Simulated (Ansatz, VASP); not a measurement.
One calculation of SnO2, two programs

```
CELL_PARAMETERS angstrom
4.76938 0.00000 0.00000
0.00000 4.76938 0.00000
0.00000 0.00000 3.20760
ATOMIC_POSITIONS crystal
Sn 0.00000 0.00000 0.00000
Sn 0.50000 0.50000 0.50000
O 0.30540 0.30540 0.00000
O 0.19460 0.80540 0.50000
O 0.69460 0.69460 0.00000
O 0.80540 0.19460 0.50000
```

Change from the starting cell: volume scaled by 1.02, ions relaxed.

Alike in both runs: task relaxation of the atoms; functional PBE; k mesh 7 × 7 × 9; occupations fermi-dirac, width 0.02 eV; no spin polarisation.

|  | VASP | Ansatz |
| --- | --- | --- |
| version | VASP 6.6.1 | Ansatz 0.2.0 |
| potentials or method | VASP PAW PBE potentials, release 64 (Sn_d, O) | plane-wave PAW, scalar-relativistic |
| plane-wave cutoff (eV) | 520 | 420 |
| valence electrons in the cell | 52 | 52 |

Ansatz gave:

- gap on the k mesh at the Fermi level, each at its own relaxed structure (eV): 1.02

Question: Estimate VASP's values.

Answer: gap on the k mesh at the Fermi level, each at its own relaxed structure (eV): 1.01.

Ansatz's warnings: stress scf threshold loose.
